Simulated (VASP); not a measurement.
## CdS: G0W0 quasiparticle levels with PBE

CdS:

```
Cd S
1.0
     0.00000    2.93921    2.93921
     2.93921    0.00000    2.93921
     2.93921    2.93921    0.00000
Cd S
1 1
Direct
  0.00000 0.00000 0.00000
  0.25000 0.25000 0.25000
```

| Item | Value |
| --- | --- |
| Program | VASP 6.6.1 |
| Task | G0W0 quasiparticle levels |
| Functional | PBE |
| Potentials or basis | VASP PAW PBE potentials, release 64 (Cd_GW, S_GW) |
| Cutoff | 500 eV |
| k mesh | 4 × 4 × 4 |
| Occupations | gaussian, width 0.01 eV |
| Spin | no spin polarisation |
| Dipole correction | no |
| GW scheme | G0W0 |
| GW iterations | 1 |
| Cutoff of the response function | 80 |
| Frequency points | 48 |
| Empty bands | 60 |
| Further INCAR settings | ALGO = EVGW0; EDIFF = 1e-08; NBANDS = 69 |

The quasiparticle gap is 1.78 eV, the least direct quasiparticle gap is 1.78 eV and the band gap of the starting levels on the mesh is 1.08 eV. The least direct gap of the starting levels on the mesh is 1.08 eV.

Wall time 120 s on 1 thread of Intel(R) Xeon(R) 6975P-C (Granite Rapids), with other jobs on the host, peak memory 0.53 GiB.

Caveat: the k points lie up to 0.46 Å⁻¹ apart; bands, screening cutoff and mesh are small and nothing is extrapolated, so the quasiparticle values aren't converged.
